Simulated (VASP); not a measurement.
Here is a VASP 6.6.1 calculation.

File INCAR:

```
SYSTEM = Ca
ALGO = Normal
EDIFF = 1E-6
EDIFFG = -0.01
ENCUT = 600
IBRION = 2
ISIF = 3
ISMEAR = -1
LASPH = .True.
LCHARG = .False.
LREAL = .False.
LWAVE = .False.
NELM = 100
NSW = 80
PREC = Accurate
SIGMA = 0.1
```

KPOINTS

```
k-points
0
Gamma
  6 6 6
  0 0 0
```

Contents of POSCAR:

```
Ca
1.0
    0.0000000000      2.6681008966      2.6681008966
    2.6681008966      0.0000000000      2.6681008966
    2.6681008966      2.6681008966      0.0000000000
Ca
1
Direct
    0.0000000000      0.0000000000      0.0000000000
```

Potentials or basis: VASP PAW LDA potentials, release 64 (Ca_sv).

Launch:

```console
$ cat potpaw_LDA.64/Ca_sv/POTCAR > POTCAR
$ mpirun -np 1 vasp_std > vasp.out
```

Q: What does it give for the relaxed cell?

A: a = 3.776 Å, b = 3.776 Å, c = 3.776 Å, α = 60.00°, β = 60.00°, γ = 60.00°.

Q: Estimate the band gap on the k mesh.

A: Zero (band 5 reaches 2.22 eV, above the bottom of band 6 at 2.20 eV).

Q: What does it give for the relaxed volume?

A: 38.08 Å³/atom.

Q: What does it give for the space group after relaxing (to 0.05 Å)?

A: Fm-3m (No. 225).

Final structure:
```xyz
1
Lattice="0.0000 2.6702 2.6702 2.6702 0.0000 2.6702 2.6702 2.6702 0.0000" Properties=species:S:1:pos:R:3 pbc="T T T"
Ca    0.0000    2.6702    2.6702
```
